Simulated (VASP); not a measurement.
Write the native input for VASP 6.6.1 that does the following.

```
Task                   : single point
Functional             : r2SCAN
Potentials or basis    : VASP PAW PBE potentials, release 64 (Si, C)
Cutoff                 : 520 eV
k mesh                 : 12 × 12 × 6
Occupations            : gaussian, width 0.01 eV
Spin                   : no spin polarisation
Dipole correction      : no
Further INCAR settings : ALGO = Normal; EDIFF = 1e-07; NBANDS = 16
```

The system is SiC.

```
CELL_PARAMETERS angstrom
3.07598 0.00000 0.00000
-1.53799 2.66388 0.00000
0.00000 0.00000 5.04784
ATOMIC_POSITIONS crystal
Si 0.33333 0.66667 0.97165
Si 0.66667 0.33333 0.47165
C 0.33333 0.66667 0.40335
C 0.66667 0.33333 0.90335
```

This cell differs from its parent crystal: atoms moved along the polar distortion.

The input as run:

POSCAR

```
SiC
1.0
    3.0759836412      0.0000000000      0.0000000000
   -1.5379918206      2.6638799749      0.0000000000
    0.0000000000      0.0000000000      5.0478375069
Si C
2 2
Direct
    0.3333333333      0.6666666667     -0.0283507559
    0.6666666667      0.3333333333      0.4716492441
    0.3333333333      0.6666666667      0.4033507559
    0.6666666667      0.3333333333      0.9033507559
```

INCAR.step1

```
SYSTEM = SiC
PREC = Accurate ; ENCUT = 520
ISMEAR = 0 ; SIGMA = 0.01
LREAL = .False. ; LASPH = .True.
NELM = 80 ; NBANDS = 16
GGA = PE ; ALGO = Normal
EDIFF = 1E-4 ; LWAVE = .True.
LCHARG = .False.
```

INCAR.step2

```
SYSTEM = SiC
PREC = Accurate ; ENCUT = 520
EDIFF = 1E-7 ; ISMEAR = 0
SIGMA = 0.01 ; LREAL = .False.
LASPH = .True. ; NELM = 80
ALGO = Normal ; ISIF = 2
LWAVE = .False. ; LCHARG = .False.
METAGGA = R2SCAN ; LMIXTAU = .True.
NBANDS = 16 ; ISTART = 1
```

KPOINTS

```
regular mesh
0
Gamma
  12 12 6
  0 0 0
```

Potentials or basis: VASP PAW PBE potentials, release 64 (Si, C).

The run is started by

```console
$ cat potpaw_PBE.64/Si/POTCAR potpaw_PBE.64/C/POTCAR > POTCAR
$ cp INCAR.step1 INCAR
$ mpirun -np 1 vasp_std > vasp.out
$ cp INCAR.step2 INCAR
$ mpirun -np 1 vasp_std > vasp.out
```

It gave:

- Pressure: 5.1 GPa
- Largest force: 2.448 eV/Å
- Band gap on the k mesh: 1.72 eV (least direct gap 3.95 eV)

Caveat: the cell differs from its parent crystal (atoms moved along the polar distortion); the stress differs along the axes, from -4 to 10 GPa; the PAW data sets were made with another functional, which shifts forces and pressure a little.

It took 4.5 min on 1 thread of Intel Xeon 8259CL (shared host), peak memory 0.19 GiB.
